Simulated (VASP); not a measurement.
# NaH6Os2 (Immm) in VASP: notebook

NaH6Os2 is run at these levels: PBE; tasks: single point, relaxation of cell and atoms.

Everything below comes from runs of VASP 6.6.1. Logs are shortened: lines on timing, memory, paths and dates and some standing lists are left out, and cuts for length are marked.

## (1) The cell of the first run

It takes space group Immm (No. 71, orthorhombic). The conventional cell has a = 2.794 Å, b = 5.146 Å, c = 9.362 Å, α = 90.00°, β = 90.00°, γ = 90.00°. Na (site symmetry mmm) has 16 H at 2.42 to 3.29 Å and 2 Na at 2.79 Å and 4 Os at 2.96 Å within 3.3 Å. H (site symmetry m2m) has 1 H at 1.19 Å within 1.6 Å. Within 2.4 Å of H (site symmetry m) lie 3 H at 1.79 to 1.96 Å and 3 Os at 1.90 to 2.02 Å. Within 2.5 Å of Os (site symmetry mm2) lie 10 H at 1.90 to 2.12 Å.

The cell was generated, and may not be a known phase.

## (2) Single point, PBE

INCAR reads:

```
PREC = Accurate ; ENCUT = 520
EDIFF = 1E-6 ; ISMEAR = 0
SIGMA = 0.1 ; LREAL = False
LASPH = True ; NELM = 60
ALGO = Normal ; ISIF = 2
LWAVE = False ; LCHARG = False
GGA = PE ; NBANDS = 24
```

KPOINTS reads:

```
Automatic mesh
0
Gamma
  6 6 6
```

POSCAR reads:

```
NaH6Os2
1.0
   -1.3969527639      2.5728524884      4.6807669808
    1.3969527639     -2.5728524884      4.6807669808
    1.3969527639      2.5728524884     -4.6807669808
Na H Os
1 6 2
Direct
    0.5000000000      0.0000000000      0.5000000000
    0.8839270840      0.5000000000      0.3839270840
    0.1160729160      0.5000000000      0.6160729160
    0.9279595704      0.6767054484      0.2512541221
    0.5745486737      0.3232945516      0.2512541221
    0.4254513263      0.6767054484      0.7487458779
    0.0720404296      0.3232945516      0.7487458779
    0.8426546658      0.8426546658      0.0000000000
    0.1573453342      0.1573453342      0.0000000000
```

Potentials or basis: VASP PAW PBE potentials, release 64 (Na_pv, H, Os).

Run with:

```console
cat potpaw_PBE.64/Na_pv/POTCAR potpaw_PBE.64/H/POTCAR potpaw_PBE.64/Os/POTCAR > POTCAR
mpirun -np 1 vasp_std > vasp.out
```

OUTCAR:

```text
PREC = Accurate
   ENCUT = 520
   EDIFF = 1E-6
   ISMEAR = 0
   LREAL = False
   LASPH = True
   NELM = 60
   ISIF = 2
   GGA = PE

 ion  position               nearest neighbor table
   1  0.500  0.000  0.500-   9 2.96   8 2.96   9 2.96   8 2.96
   2  0.884  0.500  0.384-   8 2.12   8 2.12   9 2.12   9 2.12
   3  0.116  0.500  0.616-   9 2.12   8 2.12   9 2.12   8 2.12
   4  0.928  0.677  0.251-   9 1.90   9 1.90   8 2.02
   5  0.575  0.323  0.251-   8 1.90   8 1.90   9 2.02
   6  0.425  0.677  0.749-   9 1.90   9 1.90   8 2.02
   7  0.072  0.323  0.749-   8 1.90   8 1.90   9 2.02
   8  0.843  0.843  0.000-   5 1.90   5 1.90   7 1.90   7 1.90   6 2.02   4 2.02   2 2.12   2 2.12
                             3 2.12   3 2.12   9 2.95   1 2.96   1 2.96
   9  0.157  0.157  0.000-   6 1.90   6 1.90   4 1.90   4 1.90   5 2.02   7 2.02   3 2.12   2 2.12
                             3 2.12   2 2.12   8 2.95   1 2.96   1 2.96

  LATTYP: Found a body centered orthorhombic cell.
 ALAT       =     2.7939055278
 B/A-ratio  =     1.8417605483
 C/A-ratio  =     3.3506981065

  Lattice vectors:

 A1 = (  -1.3969527639,   2.5728524884,   4.6807669808)
 A2 = (   1.3969527639,  -2.5728524884,   4.6807669808)
 A3 = (   1.3969527639,   2.5728524884,  -4.6807669808)

Analysis of symmetry for initial positions (statically):
=====================================================================
 Subroutine PRICEL returns:
 Original cell was already a primitive cell.

 Routine SETGRP: Setting up the symmetry group for a
 body centered orthorhombic supercell.

 Subroutine GETGRP returns: Found  8 space group operations
 (whereof  8 operations were pure point group operations)
 out of a pool of  8 trial point group operations.

The static configuration has the point symmetry D_2h.

Analysis of symmetry for dynamics (positions and initial velocities):
=====================================================================
 Subroutine PRICEL returns:
 Original cell was already a primitive cell.

 Routine SETGRP: Setting up the symmetry group for a
 body centered orthorhombic supercell.

 Subroutine GETGRP returns: Found  8 space group operations
 (whereof  8 operations were pure point group operations)
 out of a pool of  8 trial point group operations.

The dynamic configuration has the point symmetry D_2h.

 Subroutine INISYM returns: Found  8 space group operations
 (whereof  8 operations are pure point group operations),
 and found     1 'primitive' translations

----------------------------------------------------------------------------------------

                                     Primitive cell

  volume of cell :      67.2936

  direct lattice vectors                    reciprocal lattice vectors
    -1.396952764  2.572852488  4.680766981     0.000000000  0.194336831  0.106820101
     1.396952764 -2.572852488  4.680766981     0.357921909  0.000000000  0.106820101
     1.396952764  2.572852488 -4.680766981     0.357921909  0.194336831  0.000000000

  length of vectors
     5.520926234  5.520926234  5.520926234     0.221759640  0.373521923  0.407277420

  position of ions in fractional coordinates (direct lattice)
     0.500000000  0.000000000  0.500000000
     0.883927084  0.500000000  0.383927084
     0.116072916  0.500000000  0.616072916
     0.927959570  0.676705448  0.251254122
     0.574548674  0.323294552  0.251254122
     0.425451326  0.676705448  0.748745878
     0.072040430  0.323294552  0.748745878
     0.842654666  0.842654666  0.000000000
     0.157345334  0.157345334  0.000000000

  ion indices of the primitive-cell ions
   primitive index   ion index
                 1           1
                 2           2
                 3           3
                 4           4
                 5           5
                 6           6
                 7           7
                 8           8
                 9           9

----------------------------------------------------------------------------------------

 KPOINTS: Automatic mesh

Automatic generation of k-mesh.
[... 47 lines left out ...]
   LORBIT       =      0    0 simple, 1 ext, 2 COOP (PROOUT), +10 PAW based schemes
   GGA     = PE    functional components
   LHFCALC =     F    Hartree Fock is set to
   AEXX    =    0.0000 exact exchange contribution
   IVDW    =     0    specifies the selected vdW correction
   LEPSILON=     F    determine dielectric tensor
   LRPA    =     F    only Hartree local field effects (RPA)
 non-spin polarized calculation
 Gauss-broadening in eV      SIGMA  =   0.10
  energy-cutoff  :      520.00
  volume of cell :       67.29
 maximum number of plane-waves:      1837
 NGX is ok and might be reduce to    42
   NGX = 21   NGY = 21   NGZ = 21

 number of electron      29.0000003 magnetization

 Free energy of the ion-electron system (eV)
  ---------------------------------------------------
  ext. energy  EPLUGINS =         0.00000000
  ---------------------------------------------------
  free energy    TOTEN  =       -38.85722268 eV

  energy without entropy =      -38.83817311  energy(sigma->0) =      -38.84769789

 E-fermi :   5.1972     XC(G=0): -11.3505

 val. band max:        5.1943276062   @ k =   0.3333  -0.3333   0.1667
 cond. band min:       5.2100309380   @ k =   0.3333   0.3333   0.1667
 fundamental gap:      0.0157033319
 Fermi energy:         5.1972326417

 k-point     1 :       0.0000    0.0000    0.0000
  band No.  band energies     occupation
      1     -19.2083      2.00000
      2     -19.2065      2.00000
      3     -19.2018      2.00000
      4      -7.3312      2.00000
      5      -2.3513      2.00000
      6      -2.3061      2.00000
[... 16 lines left out ...]
     23      14.8175      0.00000
     24      16.1398      0.00000

 k-point     2 :       0.1667    0.0000    0.0000
  band No.  band energies     occupation
      1     -19.2092      2.00000
      2     -19.2065      2.00000
      3     -19.2018      2.00000
      4      -7.1756      2.00000
      5      -3.0866      2.00000
      6      -2.1645      2.00000
[... 16 lines left out ...]
     23      15.0618      0.00000
     24      15.5873      0.00000
[... 565 lines left out ...]
     23      12.7434      0.00000
     24      13.0101      0.00000

 k-point    24 :       0.1667    0.3333    0.1667
  band No.  band energies     occupation
      1     -19.4838      2.00000
      2     -19.1665      2.00000
      3     -19.1626      2.00000
      4      -4.5946      2.00000
      5      -3.0837      2.00000
      6      -2.5639      2.00000
[... 16 lines left out ...]
     23      12.9652      0.00000
     24      13.2970      0.00000

 [... further k-points ...]
[... 5 lines left out ...]
  --------------------------------------------------------------------------------------
  -------------------------------------------------------------------------------------
  Total        0.2662328      0.1683401      0.1438577      0.0000000      0.0000000      0.0000000
  in kB        6.3386748      4.0079700      3.4250754      0.0000000      0.0000000      0.0000000
  external PRESSURE =       4.5905734 kB  Pullay stress =       0.0000000 kB

 VOLUME and BASIS-vectors are now :
 -----------------------------------------------------------------------------
  energy-cutoff  :      520.00
  volume of cell :       67.29
      direct lattice vectors                 reciprocal lattice vectors
    -1.396952764  2.572852488  4.680766981     0.000000000  0.194336831  0.106820101
     1.396952764 -2.572852488  4.680766981     0.357921909  0.000000000  0.106820101
     1.396952764  2.572852488 -4.680766981     0.357921909  0.194336831  0.000000000

 POSITION                                       TOTAL-FORCE (eV/Angst)
 -----------------------------------------------------------------------------------
      0.00000      2.57285      0.00000         0.000000      0.000000     -0.000000
      0.00000      1.97558      4.68077         0.000000      0.034701      0.000000
      1.39695      0.59728      0.00000         0.000000     -0.034701     -0.000000
      0.00000      1.29288      6.33500        -0.000000     -0.016570     -0.007540
      0.00000      1.29288      3.02653         0.000000     -0.016570      0.007540
      1.39695      1.27997      1.65423        -0.000000      0.016570     -0.007540
      1.39695      1.27997     -1.65423         0.000000      0.016570      0.007540
      0.00000      0.00000      7.88854         0.000000      0.000000      0.020524
      0.00000      0.00000      1.47299        -0.000000      0.000000     -0.020524
 -----------------------------------------------------------------------------------
    total drift:                               -0.000000     -0.000000      0.000000

  FREE ENERGIE OF THE ION-ELECTRON SYSTEM (eV)
  ---------------------------------------------------
  free  energy   TOTEN  =       -38.8572226796 eV

  energy  without entropy=      -38.8381731098  energy(sigma->0) =      -38.84769789
```

It took 2.3 min on 1 thread of Intel Xeon Platinum 8488C (Sapphire Rapids), shared host; peak memory 0.3 GiB.

Results:

```yaml
Free_energy: -38.8572 eV
Pressure: 0.5 GPa
Largest_force: 0.035 eV/Å
Band_gap_on_the_k_mesh: zero (an odd number of electrons rules out a gap without spin polarisation)
```

Forces in eV/Å, atoms in the order of the input:
```
Na   0.000  0.000  0.000
H    0.000  0.035  0.000
H    0.000 -0.035  0.000
H    0.000 -0.017 -0.008
H    0.000 -0.017  0.008
H    0.000  0.017 -0.008
H    0.000  0.017  0.008
Os   0.000  0.000  0.021
Os   0.000  0.000 -0.021
```

Levels at points of the mesh, in eV from the Fermi level:
```csv
k point,band 12,band 13,band 14,band 15,band 16,band 17,band 18,band 19
"(0.00, 0.00, 0.00)",-0.59,-0.45,-0.33,0.14,0.20,1.13,1.78,3.08
"(0.50, 0.00, 0.00)",-0.86,-0.74,-0.62,-0.14,0.51,1.85,2.70,4.24
"(0.00, 0.50, 0.00)",-1.34,-0.96,-0.96,0.93,1.96,2.96,3.53,4.16
"(0.50, 0.50, 0.00)",-1.63,-1.16,0.11,0.39,1.63,2.50,2.84,3.99
"(0.50, 0.50, 0.50)",-0.79,-0.73,-0.04,-0.04,0.51,1.64,2.64,3.49
```

Caveat: the k points lie up to 0.39 Å⁻¹ apart, too coarse for converged energies and pressures of a metal; spin-orbit coupling is left out, which moves the levels of the heavy elements; an odd number of electrons without spin polarisation forces a metal; a magnetic or distorted state may lie lower.

## (3) Single point, PBE

This run uses another cell than the first one, of 9.23 Å³/atom.

INCAR reads:

```
PREC = Accurate
ENCUT = 520
EDIFF = 1E-6
ISMEAR = 0
SIGMA = 0.1
LREAL = False
LASPH = True
NELM = 80
ALGO = Normal
ISIF = 2
LWAVE = False
LCHARG = False
GGA = PE
NBANDS = 24
```

KPOINTS reads:

```
regular mesh
0
Gamma
  6 6 6
```

POSCAR reads:

```
NaH6Os2
1.0
   -1.5377297400      3.2592324700      4.1446804100
    1.5377297400     -3.2592324700      4.1446804100
    1.5377297400      3.2592324700     -4.1446804100
Na H Os
1 6 2
Direct
    0.5000000000      0.0000000000      0.5000000000
    0.8609272800      0.5000000000      0.3609272800
    0.1390727200      0.5000000000      0.6390727200
    0.9612633600      0.6971430000      0.2641203600
    0.5669773500      0.3028570000      0.2641203600
    0.4330226500      0.6971430000      0.7358796400
    0.0387366400      0.3028570000      0.7358796400
    0.8453003800      0.8453003800      0.0000000000
    0.1546996200      0.1546996200      0.0000000000
```

Potentials or basis: VASP PAW PBE potentials, release 64 (Na_pv, H, Os).

Run with:

```console
cat potpaw_PBE.64/Na_pv/POTCAR potpaw_PBE.64/H/POTCAR potpaw_PBE.64/Os/POTCAR > POTCAR
mpirun -np 1 vasp_std > vasp.out
```

Run time: 2.3 min. Hardware: 1 thread of Intel Xeon Platinum 8488C (Sapphire Rapids), shared host; peak memory 0.31 GiB.

Results (log left out):

```yaml
Free_energy: -36.5612 eV
Pressure: -17.9 GPa
Largest_force: 0.637 eV/Å
Band_gap_on_the_k_mesh: zero (an odd number of electrons rules out a gap without spin polarisation)
```

Forces on the atoms (eV/Å):
```
Na   0.000  0.000  0.000
H    0.000  0.637  0.000
H    0.000 -0.637  0.000
H    0.000  0.056  0.160
H    0.000  0.056 -0.160
H    0.000 -0.056  0.160
H    0.000 -0.056 -0.160
Os   0.000  0.000 -0.543
Os   0.000  0.000  0.543
```

Stress tensor (GPa, compression positive):
```
-25.19   0.00   0.00
  0.00 -23.98   0.00
  0.00   0.00  -4.54
```

Levels at points of the mesh, in eV from the Fermi level:
```tsv
k point	band 13	band 14	band 15	band 16	band 17	band 18
(0.00, 0.00, 0.00)	-1.03	-0.11	0.26	0.35	0.49	0.88
(0.50, 0.00, 0.00)	-0.84	-0.41	-0.37	0.43	0.59	2.27
(0.00, 0.50, 0.00)	-0.49	-0.45	0.21	1.50	1.51	2.11
(0.50, 0.50, 0.00)	-0.88	0.22	0.85	1.43	1.65	2.23
(0.50, 0.50, 0.50)	-0.62	-0.57	0.05	0.31	0.46	1.78
```

Caveat: the k points lie up to 0.36 Å⁻¹ apart, too coarse for converged energies and pressures of a metal; spin-orbit coupling is left out, which moves the levels of the heavy elements; an odd number of electrons without spin polarisation forces a metal; a magnetic or distorted state may lie lower.

## (4) Relaxation of cell and atoms, PBE

This run uses another cell than the first one, of 9.23 Å³/atom.

INCAR reads:

```
ALGO = Normal
EDIFF = 1E-6
EDIFFG = -0.04
ENCUT = 600
GGA = PE
IBRION = 2
ISIF = 3
ISMEAR = 0
LASPH = T
LCHARG = F
LREAL = F
LWAVE = F
NELM = 80
NSW = 90
PREC = Accurate
SIGMA = 0.1
```

KPOINTS reads:

```
k-points
0
Gamma
  6 6 6
```

POSCAR is that of step 3.

Run with:

```console
cat potpaw_PBE.64/Na_pv/POTCAR potpaw_PBE.64/H/POTCAR potpaw_PBE.64/Os/POTCAR > POTCAR
mpirun -np 1 vasp_std > vasp.out
```

Run time: 28 min. Hardware: 1 thread of Intel Xeon Platinum 8488C (Sapphire Rapids), shared host; peak memory 0.4 GiB.

The run converged. Its results:

```
Free energy                           : -38.8567 eV
Relaxed volume                        : 7.63 Å³/atom
Relaxed cell                          : a = 5.587 Å, b = 5.587 Å, c = 5.587 Å, α = 151.00°, β = 124.91°, γ = 63.45°
Space group after relaxing (to 0.1 Å) : Immm (No. 71)
Energy gained by relaxing             : 254.8 meV/atom
Ionic steps                           : 20
Pressure after relaxing               : -0.1 GPa
Largest force after relaxing          : 0.034 eV/Å
Band gap on the k mesh                : zero (an odd number of electrons rules out a gap without spin polarisation)
```

Forces in eV/Å, atoms in the order of the input:
```
Na   0.000  0.000  0.000
H    0.000  0.017  0.000
H    0.000 -0.017  0.000
H    0.000 -0.034  0.002
H    0.000 -0.034 -0.002
H    0.000  0.034  0.002
H    0.000  0.034 -0.002
Os   0.000  0.000 -0.027
Os   0.000  0.000  0.027
```

Stress tensor (GPa, compression positive):
```
-0.32  0.00  0.00
 0.00  0.19  0.00
 0.00  0.00 -0.28
```

Step by step:
```csv
step,energy change (eV),largest force (eV/Å),pressure (GPa),volume (Å³)
1,0.0000,0.6376,-17.80,83.09
2,-1.3515,0.9341,-4.47,71.27
3,-1.5004,0.9892,3.92,67.32
4,-1.7698,0.4640,2.25,67.30
5,-1.8099,0.8325,2.34,67.24
6,-1.7664,1.4955,3.88,67.04
7,-1.8129,1.0146,2.54,67.20
8,-2.0170,0.8088,-0.35,68.59
9,-2.1714,0.5252,-3.84,70.81
10,-2.2276,0.2822,2.81,68.22
11,-2.2322,0.2330,1.29,68.75
12,-2.2578,0.1670,0.52,69.08
13,-2.2699,0.3160,-0.31,69.50
14,-2.2866,0.0410,-0.68,69.50
15,-2.2867,0.0427,-0.70,69.50
16,-2.2898,0.0508,0.39,68.88
17,-2.2899,0.0558,0.63,68.78
18,-2.2921,0.0469,0.24,68.74
19,-2.2925,0.0421,-0.01,68.71
20,-2.2934,0.0336,-0.14,68.70
```

Final structure:
```
Na H Os
1.0
    -1.39894    2.58346    4.75216
     1.39894   -2.58346    4.75216
     1.39894    2.58346   -4.75216
Na H Os
1 6 2
Direct
  0.50000 0.00000 0.50000
  0.88375 0.50000 0.38375
  0.11625 0.50000 0.61625
  0.93627 0.67673 0.25954
  0.58282 0.32327 0.25954
  0.41718 0.67673 0.74046
  0.06373 0.32327 0.74046
  0.84630 0.84630 0.00000
  0.15370 0.15370 0.00000
```

Levels at points of the mesh, in eV from the Fermi level:
```csv
k point,band 12,band 13,band 14,band 15,band 16,band 17,band 18,band 19
"(0.00, 0.00, 0.00)",-0.65,-0.62,-0.31,0.07,0.19,0.56,1.65,3.10
"(0.50, 0.00, 0.00)",-0.88,-0.75,-0.60,-0.19,0.47,1.63,2.21,4.39
"(0.00, 0.50, 0.00)",-1.23,-1.10,-0.92,0.86,1.90,3.00,3.51,4.15
"(0.50, 0.50, 0.00)",-1.59,-1.12,0.17,0.30,1.50,2.66,3.02,3.92
"(0.50, 0.50, 0.50)",-0.85,-0.67,-0.12,-0.05,0.50,1.11,2.30,3.44
```

Caveat: the k points lie up to 0.39 Å⁻¹ apart in the final cell, too coarse for converged energies and pressures of a metal; the volume moved by over 15 % at a fixed basis, so the end points are rough; spin-orbit coupling is left out, which moves the levels of the heavy elements; an odd number of electrons without spin polarisation forces a metal; a magnetic or distorted state may lie lower.

## (5) Overview

| task | cell | cutoff (eV) | gap on the mesh (eV) | pressure (GPa) | largest force (eV/Å) |
| --- | --- | --- | --- | --- | --- |
| single point | a = 5.521 Å, angles 150.7, 124.4, 64.0°, 9 atoms, atomic positions A | 520 | none | 0.5 | 0.03 |
| single point | a = 5.492 Å, angles 147.5, 107.2, 82.0°, 9 atoms, atomic positions B | 520 | none | -17.9 | 0.64 |
| relaxation of cell and atoms | relaxed from a = 5.492 Å, angles 147.5, 107.2, 82.0°, 9 atoms, atomic positions B | 600 | none | -0.1 | 0.03 |

Alike in all rows: level PBE; potentials or basis VASP PAW PBE potentials, release 64 (Na_pv, H, Os); no spin polarisation; k mesh 6 × 6 × 6; smearing gaussian 0.1 eV.

Caveats: all runs use coarse meshes; spin-orbit coupling is left out, which moves the levels of the heavy elements; an odd number of electrons without spin polarisation forces a metal; a magnetic or distorted state may lie lower; the volume moved by over 15 % at a fixed basis, so the end points are rough (at least some runs).

Absolute energies hang on the potentials; compare differences alone.

The gap in the log of VASP goes by the Fermi energy; the results here count the filled bands.